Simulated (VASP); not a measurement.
# Si in VASP: further runs, part 2 of 2

VASP 6.6.1. The steps go on from the part before.

## 4. Electric field gradients, PBE (x and y stretched by +3 %, z held)

Input file INCAR:

```
SYSTEM = Si
ALGO     = Normal         ! electronic algorithm
EDIFF    = 1E-8           ! SCF threshold, eV
ENCUT    = 520            ! plane-wave cutoff, eV
GGA      = PE             ! functional
ISIF     = 2              ! what is computed and relaxed
ISMEAR   = -1             ! smearing method
LASPH    = .TRUE.         ! aspherical terms in the spheres
LCHARG   = .FALSE.        ! write CHGCAR
LEFG     = .TRUE.       
LREAL    = .FALSE.        ! projectors in reciprocal space
LWAVE    = .FALSE.        ! write WAVECAR
NBANDS   = 11             ! bands
NELM     = 60             ! most SCF steps
PREC     = Accurate       ! precision mode
SIGMA    = 0.08           ! smearing width, eV
```

Input file KPOINTS:

```
k-points
0
G
  11 11 11
  0 0 0
```

Input file POSCAR:

```
Si
1.0
    0.0000000000      2.7969341000      2.7154700000
    2.7969341000      0.0000000000      2.7154700000
    2.7969341000      2.7969341000      0.0000000000
Si
2
Direct
    0.5000000000      0.5000000000      0.5000000000
    0.7500000000      0.7500000000      0.7500000000
```

Potentials or basis: VASP PAW PBE potentials, release 64 (Si).

Run with:

```sh
> cat potpaw_PBE.64/Si/POTCAR > POTCAR
> mpirun -np 1 vasp_std > vasp.out
```

OUTCAR:

```text
SYSTEM = Si
   EDIFF = 1E-8
   ENCUT = 520
   GGA = PE
   ISIF = 2
   ISMEAR = -1
   LASPH = .TRUE.
   LREAL = .FALSE.
   NELM = 60
   PREC = Accurate

 ion  position               nearest neighbor table
   1  0.500  0.500  0.500-   2 2.40   2 2.40   2 2.40   2 2.40
   2  0.750  0.750  0.750-   1 2.40   1 2.40   1 2.40   1 2.40

  LATTYP: Found a body centered tetragonal cell.
 ALAT       =     3.9554621373
 C/A-ratio  =     1.3730228761

  Lattice vectors:

 A1 = (   0.0000000000,  -2.7969341000,  -2.7154700000)
 A2 = (   0.0000000000,   2.7969341000,  -2.7154700000)
 A3 = (   2.7969341000,   0.0000000000,   2.7154700000)

Analysis of symmetry for initial positions (statically):
=====================================================================
 Subroutine PRICEL returns:
 Original cell was already a primitive cell.

 Routine SETGRP: Setting up the symmetry group for a
[... 528 lines left out ...]
  volume of cell :       42.49
      direct lattice vectors                 reciprocal lattice vectors
     0.000000000  2.796934100  2.715470000    -0.178767172  0.178767172  0.184130187
     2.796934100  0.000000000  2.715470000     0.178767172 -0.178767172  0.184130187
     2.796934100  2.796934100  0.000000000     0.178767172  0.178767172 -0.184130187

 POSITION                                       TOTAL-FORCE (eV/Angst)
 -----------------------------------------------------------------------------------
      2.79693      2.79693      2.71547         0.000000      0.000000      0.000000
      4.19540      4.19540      4.07320        -0.000000     -0.000000     -0.000000
 -----------------------------------------------------------------------------------
    total drift:                                0.000000     -0.000000     -0.000000

  FREE ENERGIE OF THE ION-ELECTRON SYSTEM (eV)
  ---------------------------------------------------
  free  energy   TOTEN  =       -10.8263617207 eV

  energy  without entropy=      -10.8260542596  energy(sigma->0) =      -10.82620799

 Electric field gradients (V/A^2)
---------------------------------------------------------------------
 ion       V_xx      V_yy      V_zz      V_xy      V_xz      V_yz
---------------------------------------------------------------------
   1      -0.196    -0.196     0.391    -0.000     0.000     0.000
   2      -0.196    -0.196     0.391    -0.000     0.000     0.000
---------------------------------------------------------------------

 Electric field gradients after diagonalization (V/A^2)
 (convention: |V_zz| > |V_xx| > |V_yy|)
----------------------------------------------------------------------
 ion       V_xx      V_yy      V_zz     asymmetry (V_yy - V_xx)/ V_zz
----------------------------------------------------------------------
   1      -0.196    -0.196     0.391       0.000
   2      -0.196    -0.196     0.391       0.000
----------------------------------------------------------------------

           NMR quadrupolar parameters

 Cq : quadrupolar parameter    Cq=e*Q*V_zz/h
 eta: asymmetry parameters     (V_yy - V_xx)/ V_zz
 Q  : nuclear electric quadrupole moment in mb (millibarn)
----------------------------------------------------------------------
 ion       Cq(MHz)       eta       Q (mb)
----------------------------------------------------------------------
   1       0.001       0.000       1.000
   2       0.001       0.000       1.000
----------------------------------------------------------------------
```

OSZICAR:

```text
N       E                     dE             d eps       ncg     rms          rms(c)
DAV:   1     0.838547157580E+01    0.83855E+01   -0.32854E+03  2772   0.587E+02
DAV:   2    -0.103754734464E+02   -0.18761E+02   -0.17980E+02  3663   0.850E+01
DAV:   3    -0.109692005105E+02   -0.59373E+00   -0.59209E+00  3564   0.133E+01
DAV:   4    -0.109737841524E+02   -0.45836E-02   -0.45831E-02  3316   0.148E+00
DAV:   5    -0.109738340697E+02   -0.49917E-04   -0.49917E-04  3563   0.144E-01    0.451E+00
DAV:   6    -0.108730169743E+02    0.10082E+00   -0.54568E-02  3183   0.961E-01    0.274E+00
DAV:   7    -0.108248168942E+02    0.48200E-01   -0.11084E-01  3170   0.148E+00    0.145E-01
DAV:   8    -0.108261163440E+02   -0.12994E-02   -0.52961E-03  3190   0.385E-01    0.766E-02
DAV:   9    -0.108263378102E+02   -0.22147E-03   -0.22041E-04  3454   0.883E-02    0.550E-02
DAV:  10    -0.108263606979E+02   -0.22888E-04   -0.20130E-05  3333   0.259E-02    0.447E-03
DAV:  11    -0.108263615090E+02   -0.81102E-06   -0.19092E-06  3421   0.716E-03    0.288E-03
DAV:  12    -0.108263616702E+02   -0.16128E-06   -0.45656E-07  3201   0.416E-03    0.156E-03
DAV:  13    -0.108263617112E+02   -0.40925E-07   -0.40970E-09  3313   0.423E-04    0.192E-04
DAV:  14    -0.108263617207E+02   -0.95283E-08   -0.58453E-10  1960   0.160E-04
   1 F= -.10826362E+02 E0= -.10826208E+02  d E =-.307461E-03
```

stdout:

```text
POSCAR found type information on POSCAR Si
 POSCAR found :  1 types and       2 ions
 scaLAPACK will be used
 LDA part: xc-table for (Slater+PW92), standard interpolation
 POSCAR, INCAR and KPOINTS ok, starting setup
 FFT: planning ... GRIDC
 FFT: planning ... GRID_SOFT
 FFT: planning ... GRID
 WAVECAR not read
 entering main loop
ion   1

ion   2
```

It took 40 s on 1 thread of Intel Xeon Platinum 8488C (Sapphire Rapids), shared host; peak memory 0.18 GiB.

What came out:

```
Free energy            : -10.8264 eV
Pressure               : -3.2 GPa
Band gap on the k mesh : 0.41 eV, indirect (least direct gap 2.33 eV)
```

Stress tensor (GPa, compression positive):
```
-4.06  0.00  0.00
 0.00 -4.06  0.00
 0.00  0.00 -1.38
```

Levels at points of the mesh, in eV from the valence-band top:
| k point | band 2 | band 3 | band 4 | band 5 | band 6 | band 7 |
| --- | --- | --- | --- | --- | --- | --- |
| (0.00, 0.00, 0.00) | -0.20 | -0.20 | 0.00 | 2.34 | 2.45 | 2.45 |

Electric field gradients, principal values (V/Å²):
```csv
atom,least,middle,greatest (by size)
1 Si,-0.196,-0.196,0.391
2 Si,-0.196,-0.196,0.391
```

Caveat: the cell differs from its parent crystal (x and y stretched by +3 %, z held); without QUAD_EFG the Cq values of the log hold for a quadrupole moment of 1 mb, not for the nuclei.

## 5. Electric field gradients, PBE (atom 1 (Si) moved by [0.0, 0.0, 0.05] A)

Input file INCAR:

```
SYSTEM = Si
  PREC = Accurate
  ENCUT = 520
  EDIFF = 1E-8
  ISMEAR = -1
  SIGMA = 0.08
  LREAL = .False.
  LASPH = .True.
  NELM = 100
  ALGO = Normal
  ISIF = 2
  LWAVE = .False.
  LCHARG = .False.
  GGA = PE
  LEFG = .True.
  NBANDS = 11
```

Input file KPOINTS:

```
Automatic mesh
0
Gamma
  11 11 11
  0 0 0
```

Input file POSCAR:

```
Si
1.0
    0.0000000000      2.7154700000      2.7154700000
    2.7154700000      0.0000000000      2.7154700000
    2.7154700000      2.7154700000      0.0000000000
Si
2
Direct
    0.5092065094      0.5092065094      0.4907934906
    0.7500000000      0.7500000000      0.7500000000
```

Potentials or basis: VASP PAW PBE potentials, release 64 (Si).

Run with:

```sh
> cat potpaw_PBE.64/Si/POTCAR > POTCAR
> mpirun -np 1 vasp_std > vasp.out
```

OUTCAR:

```text
SYSTEM = Si
   PREC = Accurate
   ENCUT = 520
   EDIFF = 1E-8
   ISMEAR = -1
   LREAL = .False.
   LASPH = .True.
   NELM = 100
   ISIF = 2
   GGA = PE

 ion  position               nearest neighbor table
   1  0.509  0.509  0.491-   2 2.32   2 2.32   2 2.38   2 2.38
   2  0.750  0.750  0.750-   1 2.32   1 2.32   1 2.38   1 2.38

  LATTYP: Found a face centered cubic cell.
 ALAT       =     5.4309400000

  Lattice vectors:

 A1 = (   0.0000000000,   2.7154700000,   2.7154700000)
 A2 = (   2.7154700000,   0.0000000000,   2.7154700000)
 A3 = (   2.7154700000,   2.7154700000,   0.0000000000)

Analysis of symmetry for initial positions (statically):
=====================================================================
 Subroutine PRICEL returns:
 Original cell was already a primitive cell.

 Routine SETGRP: Setting up the symmetry group for a
 face centered cubic supercell.

 Subroutine GETGRP returns: Found  8 space group operations
 (whereof  4 operations were pure point group operations)
 out of a pool of 48 trial point group operations.

The static configuration has the point symmetry C_2v.
 The point group associated with its full space group is D_2h.

Analysis of symmetry for dynamics (positions and initial velocities):
=====================================================================
 Subroutine PRICEL returns:
 Original cell was already a primitive cell.

 Routine SETGRP: Setting up the symmetry group for a
 face centered cubic supercell.

 Subroutine GETGRP returns: Found  8 space group operations
 (whereof  4 operations were pure point group operations)
 out of a pool of 48 trial point group operations.

The dynamic configuration has the point symmetry C_2v.
 The point group associated with its full space group is D_2h.

[... 164 lines left out ...]
     10      13.5560      0.00000
     11      13.7756      0.00000
[... 309 lines left out ...]
 k-point    24 :       0.0909    0.0000    0.3636
  band No.  band energies     occupation
      1      -4.6452      2.00000
      2       0.4275      2.00000
      3       4.3398      2.00000
      4       4.5342      2.00000
      5       8.1259      0.00000
      6       9.0962      0.00000
      7      10.0590      0.00000
      8      11.9500      0.00000
      9      14.6063      0.00000
     10      14.7448      0.00000
     11      15.3913      0.00000

 [... further k-points ...]
[... 5 lines left out ...]
  --------------------------------------------------------------------------------------
  -------------------------------------------------------------------------------------
  Total        0.5158536      0.5158536      0.4755100      0.4991611      0.0000000      0.0000000
  in kB       20.6382107     20.6382107     19.0241493     19.9703787      0.0000000      0.0000000
  external PRESSURE =      20.1001902 kB  Pullay stress =       0.0000000 kB

 VOLUME and BASIS-vectors are now :
 -----------------------------------------------------------------------------
  energy-cutoff  :      520.00
  volume of cell :       40.05
      direct lattice vectors                 reciprocal lattice vectors
     0.000000000  2.715470000  2.715470000    -0.184130187  0.184130187  0.184130187
     2.715470000  0.000000000  2.715470000     0.184130187 -0.184130187  0.184130187
     2.715470000  2.715470000  0.000000000     0.184130187  0.184130187 -0.184130187

 POSITION                                       TOTAL-FORCE (eV/Angst)
 -----------------------------------------------------------------------------------
      2.71547      2.71547      2.76547         0.000000      0.000000     -0.673796
      4.07320      4.07320      4.07320        -0.000000     -0.000000      0.673796
 -----------------------------------------------------------------------------------
    total drift:                               -0.000000     -0.000000     -0.000000

  FREE ENERGIE OF THE ION-ELECTRON SYSTEM (eV)
  ---------------------------------------------------
  free  energy   TOTEN  =       -10.8277797195 eV

  energy  without entropy=      -10.8272304703  energy(sigma->0) =      -10.82750509

 Electric field gradients (V/A^2)
---------------------------------------------------------------------
 ion       V_xx      V_yy      V_zz      V_xy      V_xz      V_yz
---------------------------------------------------------------------
   1      -0.105    -0.105     0.211    -4.961    -0.000    -0.000
   2      -0.105    -0.105     0.211    -4.961     0.000     0.000
---------------------------------------------------------------------

 Electric field gradients after diagonalization (V/A^2)
 (convention: |V_zz| > |V_xx| > |V_yy|)
----------------------------------------------------------------------
 ion       V_xx      V_yy      V_zz     asymmetry (V_yy - V_xx)/ V_zz
----------------------------------------------------------------------
   1       4.855     0.211    -5.066       0.917
   2       4.855     0.211    -5.066       0.917
----------------------------------------------------------------------

           NMR quadrupolar parameters

 Cq : quadrupolar parameter    Cq=e*Q*V_zz/h
 eta: asymmetry parameters     (V_yy - V_xx)/ V_zz
 Q  : nuclear electric quadrupole moment in mb (millibarn)
----------------------------------------------------------------------
 ion       Cq(MHz)       eta       Q (mb)
----------------------------------------------------------------------
   1      -0.012       0.917       1.000
   2      -0.012       0.917       1.000
----------------------------------------------------------------------
```

OSZICAR:

```text
N       E                     dE             d eps       ncg     rms          rms(c)
DAV:   1     0.819387779147E+01    0.81939E+01   -0.33221E+03  4752   0.592E+02
DAV:   2    -0.104375878589E+02   -0.18631E+02   -0.17869E+02  6443   0.857E+01
DAV:   3    -0.110038958053E+02   -0.56631E+00   -0.56469E+00  6085   0.131E+01
DAV:   4    -0.110081947891E+02   -0.42990E-02   -0.42985E-02  5794   0.145E+00
DAV:   5    -0.110082358098E+02   -0.41021E-04   -0.41020E-04  6012   0.131E-01    0.489E+00
DAV:   6    -0.108832208762E+02    0.12501E+00   -0.71543E-02  5427   0.110E+00    0.298E+00
DAV:   7    -0.108263110688E+02    0.56910E-01   -0.13736E-01  5450   0.164E+00    0.185E-01
DAV:   8    -0.108275543243E+02   -0.12433E-02   -0.61229E-03  5500   0.423E-01    0.818E-02
DAV:   9    -0.108277527249E+02   -0.19840E-03   -0.18886E-04  5923   0.851E-02    0.605E-02
DAV:  10    -0.108277790321E+02   -0.26307E-04   -0.23497E-05  5590   0.277E-02    0.602E-03
DAV:  11    -0.108277795235E+02   -0.49136E-06   -0.20802E-06  5950   0.751E-03    0.338E-03
DAV:  12    -0.108277796942E+02   -0.17077E-06   -0.39469E-07  5481   0.392E-03    0.174E-03
DAV:  13    -0.108277797184E+02   -0.24145E-07   -0.87698E-09  6333   0.527E-04    0.205E-04
DAV:  14    -0.108277797195E+02   -0.10904E-08   -0.67542E-10  3252   0.178E-04
   1 F= -.10827780E+02 E0= -.10827505E+02  d E =-.549249E-03
```

stdout:

```text
POSCAR found type information on POSCAR Si
 POSCAR found :  1 types and       2 ions
 scaLAPACK will be used
 LDA part: xc-table for (Slater+PW92), standard interpolation
 POSCAR, INCAR and KPOINTS ok, starting setup
 FFT: planning ... GRIDC
 FFT: planning ... GRID_SOFT
 FFT: planning ... GRID
 WAVECAR not read
 entering main loop
ion   1

ion   2
```

Run time: 71 s. Hardware: 1 thread of Intel Xeon Platinum 8488C (Sapphire Rapids), shared host; peak memory 0.21 GiB.

Results:

```yaml
Free_energy: -10.8278 eV
Pressure: 2.0 GPa
Largest_force: 0.674 eV/Å
Band_gap_on_the_k_mesh: 0.32 eV, indirect (least direct gap 2.18 eV)
```

Forces on the atoms (eV/Å):
```
Si   0.000  0.000 -0.674
Si   0.000  0.000  0.674
```

Electric field gradients, principal values (V/Å²):
| atom | least | middle | greatest (by size) |
| --- | --- | --- | --- |
| 1 Si | 0.211 | 4.855 | -5.066 |
| 2 Si | 0.211 | 4.855 | -5.066 |

Caveat: the cell differs from its parent crystal (atom 1 (Si) moved by [0.0, 0.0, 0.05] A); without QUAD_EFG the Cq values of the log hold for a quadrupole moment of 1 mb, not for the nuclei. A k mesh can miss the band edges.

## 6. The runs side by side

| cell | gap on the mesh (eV) | pressure (GPa) |
| --- | --- | --- |
| a = 3.788 Å, angles 60.0°, 2 atoms | 0.52 | 6.2 |
| a = 3.898, b = 3.898, c = 3.955 Å, angles 59.5, 59.5, 61.0°, 2 atoms | 0.41 | -3.2 |
| a = 3.840 Å, angles 60.0°, 2 atoms | 0.32 | 2.0 |

Alike in all rows: task electric field gradients; level PBE; potentials or basis VASP PAW PBE potentials, release 64 (Si); no spin polarisation; k mesh 11 × 11 × 11; cutoff (eV) 520; smearing fermi-dirac 0.08 eV.

Total energies depend on the potentials used, so only differences within one code and one set of settings carry meaning.
